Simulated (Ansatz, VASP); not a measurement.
# One calculation of CdTe, two programs

```xyz
2
Lattice="3.2210 3.2210 0.0000 -3.2210 3.2210 0.0000 0.0000 3.2210 3.1827" Properties=species:S:1:pos:R:3 pbc="T T T"
Cd    0.0000    0.0000    0.0000
Te    1.6105    4.8315    1.5914
```

Change from the starting cell: film at in-plane strain +0.005.

Alike in both runs: task single point; functional LDA; k mesh 6 × 6 × 6; no spin polarisation.

```csv
,VASP,Ansatz
version,VASP 6.6.1,Ansatz 0.2.0
potentials or method,"VASP PAW LDA potentials, release 64 (Cd, Te), cutoff 520 eV","all-electron LAPW, scalar-relativistic"
occupations,"gaussian, width 0.01 eV",fixed
```

VASP gave:

| Quantity | Value |
| --- | --- |
| gap on the k mesh at the Fermi level (eV) | 0.61 |
| pressure (GPa) | 0.1 |
| traceless stress, the component that is largest in VASP (GPa) | 0.14 |

**Question.** What did Ansatz give for the same quantities?

**Answer.** gap on the k mesh at the Fermi level (eV): 0.57; pressure (GPa): -0.1; traceless stress, the component that is largest in VASP (GPa): 0.15.

LDA's correlation is that of Perdew and Zunger in VASP and of Perdew and Wang (1992) in Ansatz. Ansatz ran all-electron here, and VASP with PAW potentials.

Neither program's run includes spin-orbit coupling.
